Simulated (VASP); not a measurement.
A run of VASP 6.6.1:

POSCAR

```
LiNbO3
1.0
    2.6865522239      1.5510816496      4.6734723067
   -2.6865522239      1.5510816496      4.6734723067
    0.0000000000     -3.1021632993      4.6734723067
Li Nb O
2 2 6
Direct
    0.2500000000      0.2500000000      0.2500000000
    0.7500000000      0.7500000000      0.7500000000
    0.0000000000      0.0000000000      0.0000000000
    0.5000000000      0.5000000000      0.5000000000
    0.1487342015      0.3512657985      0.7500000000
    0.7500000000      0.1487342015      0.3512657985
    0.3512657985      0.7500000000      0.1487342015
    0.2500000000      0.8512657985      0.6487342015
    0.8512657985      0.6487342015      0.2500000000
    0.6487342015      0.2500000000      0.8512657985
```

File INCAR.step1:

```
ALGO = Normal
EDIFF = 1E-4
ENCUT = 520
GGA = PE
ISMEAR = 0
LASPH = T
LCHARG = F
LREAL = F
LWAVE = T
NBANDS = 45
NELM = 60
PREC = Accurate
SIGMA = 0.02
```

The input INCAR.step2:

```
ALGO = Normal
EDIFF = 1E-7
ENCUT = 520
ISIF = 2
ISMEAR = 0
ISTART = 1
LASPH = T
LCHARG = F
LMIXTAU = T
LREAL = F
LWAVE = F
METAGGA = R2SCAN
NBANDS = 45
NELM = 60
PREC = Accurate
SIGMA = 0.02
```

Contents of KPOINTS:

```
k-points
0
Gamma
  6 6 6
```

Potentials or basis: VASP PAW PBE potentials, release 64 (Li_sv, Nb_sv, O).

The run is started by

```console
$ cat potpaw_PBE.64/Li_sv/POTCAR potpaw_PBE.64/Nb_sv/POTCAR potpaw_PBE.64/O/POTCAR > POTCAR
$ cp INCAR.step1 INCAR
$ mpirun -np 1 vasp_std > vasp.out
$ cp INCAR.step2 INCAR
$ mpirun -np 1 vasp_std > vasp.out
```

Hardware: 1 thread of AMD EPYC 7R43 64-Core Processor (Zen 3) (shared host).

Question: How long does it take, and how much memory?

Answer: Wall time 24 min on 1 thread of AMD EPYC 7R43 64-Core Processor (Zen 3) (shared host), peak memory 0.32 GiB. Counts: k points 32.
